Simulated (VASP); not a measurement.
A run of VASP 6.6.1 is set up as follows.

File POSCAR:

```
MnO
1.0
    0.0000000000      2.2239077028      2.2239077028
    2.2239077028      0.0000000000      2.2239077028
    2.2239077028      2.2239077028      0.0000000000
Mn O
1 1
Direct
    0.0000000000      0.0000000000      0.0000000000
    0.5000000000      0.5000000000      0.5000000000
```

INCAR.step1

```
SYSTEM = MnO
PREC = Accurate
ENCUT = 520
ISMEAR = -1
SIGMA = 0.05
LREAL = .False.
LASPH = .True.
NELM = 150
ISPIN = 2
MAGMOM = 4 0
LMAXMIX = 4
LDAU = .True.
LDAUTYPE = 2
LDAUL = 2 -1
LDAUU = 2 0
LDAUJ = 0 0
NBANDS = 20
GGA = PE
ALGO = Normal
EDIFF = 1E-4
LWAVE = .True.
LCHARG = .False.
```

INCAR.step2

```
SYSTEM = MnO
PREC = Accurate
ENCUT = 520
EDIFF = 1E-6
ISMEAR = -1
SIGMA = 0.05
LREAL = .False.
LASPH = .True.
NELM = 150
ALGO = Normal
ISIF = 2
LWAVE = .False.
LCHARG = .False.
ISPIN = 2
MAGMOM = 4 0
LORBIT = 11
LMAXMIX = 4
LDAU = .True.
LDAUTYPE = 2
LDAUL = 2 -1
LDAUU = 2 0
LDAUJ = 0 0
LDAUPRINT = 1
METAGGA = R2SCAN
LMIXTAU = .True.
NBANDS = 20
ISTART = 1
```

File KPOINTS:

```
Automatic mesh
0
Gamma
  10 10 10
  0 0 0
```

Potentials or basis: VASP PAW PBE potentials, release 64 (Mn_pv, O).

The run is started by

```console
$ cat potpaw_PBE.64/Mn_pv/POTCAR potpaw_PBE.64/O/POTCAR > POTCAR
$ cp INCAR.step1 INCAR
$ mpirun -np 1 vasp_std > vasp.out
$ cp INCAR.step2 INCAR
$ mpirun -np 1 vasp_std > vasp.out
```

Task: Predict the site moments.

Result: Mn +4.61; O +0.19 μB.

Task: What does it give for the net moment?

Result: 5.00 μB per cell.

Eigenvalues of the final occupation matrices:
```tsv
site	spin	trace	eigenvalues
site 1 d	1	4.77	0.94 0.94 0.94 0.98 0.98
site 1 d	2	0.21	0.02 0.02 0.02 0.07 0.07
```

Caveat: a cell with one magnetic atom can't hold antiferromagnetic order, which such compounds often take. The state reached can hang on the start; a lower one may exist.
